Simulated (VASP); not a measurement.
Crystal: Si.

```
Si
1.0
     2.28915   -3.94126    0.00000
     2.28915    3.94126    0.00000
     0.00000    0.00000    3.63935
Si
4
Direct
  0.14709 0.85291 0.12883
  0.64709 0.35291 0.37117
  0.85291 0.14709 0.87117
  0.35291 0.64709 0.62883
```

| Property | Result |
| --- | --- |
| Program | VASP 6.6.1 |
| Task | relaxation of cell and atoms |
| Functional | PBEsol |
| Potentials or basis | VASP PAW PBE potentials, release 64 (Si) |
| Cutoff | 600 eV |
| k mesh | 12 × 12 × 12 |
| Occupations | gaussian, width 0.1 eV |
| Spin | no spin polarisation |

At the start: pressure 0.7 GPa; volume 16.42 Å³/atom.

Problem. Where does the relaxation end?

Solution. Over 16 steps the energy falls by 11.9 meV/atom and the volume is 16.55 Å³/atom (+0.8 %); space group Cmce (No. 64, to 0.05 Å).

Step by step:
```tsv
step	energy change (eV)	largest force (eV/Å)	pressure (GPa)	volume (Å³)
1	0.0000	0.0624	0.75	65.67
2	-0.0178	0.1398	-0.35	66.39
3	-0.0219	0.1919	-1.14	66.96
4	-0.0305	0.1561	0.03	66.30
5	-0.0305	0.1565	0.08	66.28
6	-0.0362	0.1077	0.23	66.22
7	-0.0378	0.0869	0.39	66.17
8	-0.0413	0.0403	-0.37	66.61
9	-0.0417	0.0266	-0.74	66.84
10	-0.0444	0.0282	-0.52	66.63
11	-0.0465	0.0390	-0.07	66.21
12	-0.0465	0.0400	-0.03	66.18
13	-0.0472	0.0216	0.13	66.09
14	-0.0473	0.0083	0.26	66.02
15	-0.0475	0.0055	-0.07	66.25
16	-0.0475	0.0056	-0.02	66.21
```

Final structure:
```xyz
4
Lattice="2.3604 -3.7849 0.0000 2.3604 3.7849 0.0000 0.0000 0.0000 3.7056" Properties=species:S:1:pos:R:3 pbc="T T T"
Si    2.3604    2.6793    0.5550
Si    2.3604   -1.1056    1.2979
Si    2.3604   -2.6793    3.1507
Si    2.3604    1.1056    2.4078
```

Caveat: the PAW data sets were made with another functional, which shifts forces and pressure a little.
